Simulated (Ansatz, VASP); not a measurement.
One calculation of InSe, two programs

Contents of INCAR:

```
SYSTEM = InSe
PREC     = Accurate       ! precision mode
ENCUT    = 520            ! plane-wave cutoff, eV
EDIFF    = 1E-6           ! SCF threshold, eV
ISMEAR   = 0              ! smearing method
SIGMA    = 0.05           ! smearing width, eV
LREAL    = .False.        ! projectors in reciprocal space
LASPH    = .True.         ! aspherical terms in the spheres
NELM     = 60             ! most SCF steps
ALGO     = Normal         ! electronic algorithm
ISIF     = 2              ! what is computed and relaxed
LWAVE    = .False.        ! write WAVECAR
LCHARG   = .False.        ! write CHGCAR
LDIPOL   = .True.       
IDIPOL   = 3            
DIPOL    = 0.5 0.5 0.406
GGA      = PE             ! functional
IVDW     = 12             ! dispersion correction
NBANDS   = 48             ! bands
```

The input KPOINTS:

```
Automatic mesh
0
Gamma
  9 9 1
  0 0 0
```

The input POSCAR:

```
InSe
1.0
    4.0266104108      0.0000000000      0.0000000000
   -2.0133052054      3.4871469069      0.0000000000
    0.0000000000      0.0000000000     28.2707105452
Se In
4 4
Direct
    0.0000000000      0.0000000000      0.1591753413
    0.0000000000      0.0000000000      0.3496677332
    0.4444444444      0.8888888889      0.4614441951
    0.4444444444      0.8888888889      0.6519365870
    0.6666666667      0.3333333333      0.2049979888
    0.6666666667      0.3333333333      0.3038451603
    1.1111111111      1.2222222222      0.5072668426
    1.1111111111      1.2222222222      0.6061140141
```

Input for Ansatz:

```yaml
crystal:
  lattice:
    - [4.0266104108, 0.0, 0.0]
    - [-2.0133052054, 3.4871469069, 0.0]
    - [0.0, 0.0, 28.2707105452]
  atoms:
    - { symbol: Se, position: [0.0, 0.0, 0.1591753413] }
    - { symbol: In, position: [0.6666666667, 0.3333333333, 0.2049979888] }
    - { symbol: In, position: [0.6666666667, 0.3333333333, 0.3038451603] }
    - { symbol: Se, position: [0.0, 0.0, 0.3496677332] }
    - { symbol: Se, position: [0.4444444444, 0.8888888889, 0.4614441951] }
    - { symbol: In, position: [1.1111111111, 1.2222222222, 0.5072668426] }
    - { symbol: In, position: [1.1111111111, 1.2222222222, 0.6061140141] }
    - { symbol: Se, position: [0.4444444444, 0.8888888889, 0.651936587] }
basis:
  ecutwfc: 420
kpoints:
  mp_grid: { grid: [9, 9, 1] }
hamiltonian:
  xc: pbe
  pseudopotentials: { kind: paw, azcp: { folder: soft_1 } }
  dispersion: d3bj
scf:
  occupations: { method: gaussian, width: 0.05 }
output:
  forces: true
  eigenvalues: true
efield:
  axis: 3
  dipole_correction: true
  ramp_width: 0.04
```

Alike in both runs: task single point; functional PBE; dispersion D3(BJ); k mesh 9 × 9 × 1; occupations gaussian, width 0.05 eV; no spin polarisation.

|  | VASP | Ansatz |
| --- | --- | --- |
| version | VASP 6.6.1 | Ansatz 0.2.0 |
| potentials or method | VASP PAW PBE potentials, release 64 (Se, In_d), cutoff 520 eV | scalar-relativistic, plane waves, PAW |
| valence electrons in the cell | 76 | 116 |

|  | VASP | Ansatz | Ansatz less VASP |
| --- | --- | --- | --- |
| gap on the k mesh at the Fermi level (eV) | 1.10 | 1.11 | +0.011 |
| least direct gap on the mesh (eV) | 1.15 | 1.16 | +0.010 |
| rms of the force components (eV/Å) | 0.010 | 0.011 | +0.0006 |

VASP's potentials hold 76 valence electrons a cell and Ansatz's 116, so a difference there can come from the potentials and not from the codes.
